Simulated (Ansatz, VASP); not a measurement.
**Ge4As in VASP and in Ansatz**

```
Ge As
1.0
     4.94444    0.00000    0.00000
     0.00000    4.94444    0.00000
     0.00000    0.00000    4.94444
Ge As
4 1
Direct
  0.50000 0.50000 0.50000
  0.50000 0.00000 0.00000
  0.00000 0.50000 0.00000
  0.00000 0.00000 0.50000
  0.00000 0.00000 0.00000
```

Alike in both runs: functional PBE; k mesh 4 × 4 × 4; occupations gaussian, width 0.1 eV; no spin polarisation.

Ansatz relaxed the structure, and its values are those at the end. VASP's run is a single point on that final structure, the one shown.

|  | VASP | Ansatz |
| --- | --- | --- |
| version | VASP 6.6.1 | Ansatz 0.2.0 |
| potentials or method | VASP PAW PBE potentials, release 64 (Ge_d, As), cutoff 520 eV | scalar-relativistic, plane waves, PAW |
| valence electrons in the cell | 61 | 71 |

|  | VASP | Ansatz | Ansatz less VASP |
| --- | --- | --- | --- |
| gap on the k mesh at the Fermi level (eV) | none | none | - |
| pressure (GPa) | 0.3 | 0.2 | -0.07 |

A gap of «none» marks a metal or a gap that the smearing closes. With one functional, cell and mesh, what is left measures potentials, basis and numerics. VASP's potentials hold 61 valence electrons a cell and Ansatz's 71, so a difference there can come from the potentials and not from the codes.
